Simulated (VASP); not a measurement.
**Si: relaxation of cell and atoms with PBE**

Si:

```
Si
1.0
    -1.78375    1.78375    0.98106
     1.78375   -1.78375    0.98106
     1.78375    1.78375   -0.98106
Si
2
Direct
  0.62500 0.87500 0.75000
  0.37500 0.12500 0.25000
```

```json
{
  "Program": "VASP 6.6.1",
  "Task": "relaxation of cell and atoms",
  "Functional": "PBE",
  "Potentials or basis": "VASP PAW PBE potentials, release 64 (Si)",
  "Cutoff": "600 eV",
  "k mesh": "21 × 21 × 21",
  "Occupations": "fermi-dirac, width 0.08 eV",
  "Spin": "no spin polarisation",
  "Target pressure": "460 GPa",
  "Dipole correction": "no",
  "Further INCAR settings": "ALGO = Normal; EDIFF = 1e-06; IBRION = 2; EDIFFG = -0.005; NSW = 60; ISIF = 3"
}
```

```
Relaxed volume                                             : 6.75 Å³/atom
Relaxed cell                                               : a = 2.801 Å, b = 2.801 Å, c = 2.801 Å, α = 97.05°, β = 97.05°, γ = 138.99°
Space group after relaxing (to 0.1 Å)                      : I4_1/amd (No. 141)
Energy change on relaxing (the run minimises the enthalpy) : -1699.7 meV/atom
Ionic steps                                                : 14
Pressure after relaxing                                    : 460.0 GPa
Band gap on the k mesh                                     : zero (bands 4 and 5 overlap by 8.52 eV)
```

The path:
```tsv
step	energy change (eV)	largest force (eV/Å)	pressure (GPa)	volume (Å³)
1	0.0000	0.0000	585.42	12.49
2	-14.7379	0.0000	56.34	23.40
3	-4.8078	0.0000	408.92	14.03
4	-3.6250	0.0000	451.72	13.59
5	-3.5600	0.0000	454.09	13.57
6	-2.6602	0.0000	483.00	13.31
7	-3.3980	0.0000	460.06	13.50
8	-3.3898	0.0000	460.34	13.50
9	-3.3858	0.0000	460.48	13.50
10	-3.4649	0.0000	457.61	13.53
11	-3.4003	0.0000	459.95	13.50
12	-3.4013	0.0000	459.92	13.51
13	-3.3957	0.0000	460.12	13.50
14	-3.3993	0.0000	459.99	13.50
```

Final structure:
```
Si
1.0
    -1.85503    1.85503    0.98109
     1.85503   -1.85503    0.98109
     1.85503    1.85503   -0.98109
Si
2
Direct
  0.62500 0.87500 0.75000
  0.37500 0.12500 0.25000
```

Levels at points of the mesh, in eV from the Fermi level:
```tsv
k point	band 1	band 2	band 3	band 4	band 5	band 6	band 7	band 8
(0.00, 0.00, 0.00)	-22.65	-4.34	-4.34	-3.61	0.03	8.88	12.34	17.67
```

Wall time 3.8 min on 1 thread of AMD EPYC 9R45 96-Core Processor (Zen 5), with other jobs on the host, peak memory 0.17 GiB.

Caveat: the cell is relaxed towards a set pressure, so the run minimises the enthalpy, not the energy.
